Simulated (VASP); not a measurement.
Set up this calculation in VASP 6.6.1, as the native input.

```yaml
Task: single point
Functional: r2SCAN
Potentials_or_basis: VASP PAW PBE potentials, release 64 (Mo_sv)
Cutoff: 520 eV
k_mesh: 22 × 22 × 22
Occupations: gaussian, width 0.15 eV
Spin: no spin polarisation
Dipole_correction: no
Further_INCAR_settings: ALGO = Normal; EDIFF = 1e-07; NBANDS = 13
```

The system is Mo.

```xyz
1
Lattice="-1.5946 1.5946 1.6181 1.5946 -1.5946 1.6181 1.5946 1.5946 -1.6181" Properties=species:S:1:pos:R:3 pbc="T T T"
Mo    0.0000    0.0000    0.0000
```

This cell differs from its parent crystal: strain +0.015 along x and y, +0.030 along z.

These files were run (other wordings do the same):

POSCAR

```
Mo
1.0
   -1.5945650000      1.5945650000      1.6181300000
    1.5945650000     -1.5945650000      1.6181300000
    1.5945650000      1.5945650000     -1.6181300000
Mo
1
Direct
    0.0000000000      0.0000000000      0.0000000000
```

INCAR.step1

```
PREC = Accurate
ENCUT = 520
ISMEAR = 0
SIGMA = 0.15
LREAL = False
LASPH = True
NELM = 60
NBANDS = 13
GGA = PE
ALGO = Normal
EDIFF = 1E-4
LWAVE = True
LCHARG = False
```

INCAR.step2

```
PREC = Accurate
ENCUT = 520
EDIFF = 1E-7
ISMEAR = 0
SIGMA = 0.15
LREAL = False
LASPH = True
NELM = 60
ALGO = Normal
ISIF = 2
LWAVE = False
LCHARG = True
METAGGA = R2SCAN
LMIXTAU = True
LELF = True
LVHAR = True
NBANDS = 13
ISTART = 1
```

KPOINTS

```
Automatic mesh
0
Gamma
  22 22 22
```

Potentials or basis: VASP PAW PBE potentials, release 64 (Mo_sv).

Run with:

```console
$ cat potpaw_PBE.64/Mo_sv/POTCAR > POTCAR
$ cp INCAR.step1 INCAR
$ mpirun -np 1 vasp_std > vasp.out
$ cp INCAR.step2 INCAR
$ mpirun -np 1 vasp_std > vasp.out
```

It gave:

```
Pressure               : -11.5 GPa
Band gap on the k mesh : zero (band 7 reaches 15.55 eV, above the bottom of band 8 at 10.50 eV)
```

Caveat: the cell differs from its parent crystal (strain +0.015 along x and y, +0.030 along z); the PAW data sets were made with another functional, which shifts forces and pressure a little.

Wall time 9.1 min on 1 thread of AMD EPYC 9R45 96-Core Processor (Zen 5) (shared host), peak memory 0.25 GiB.
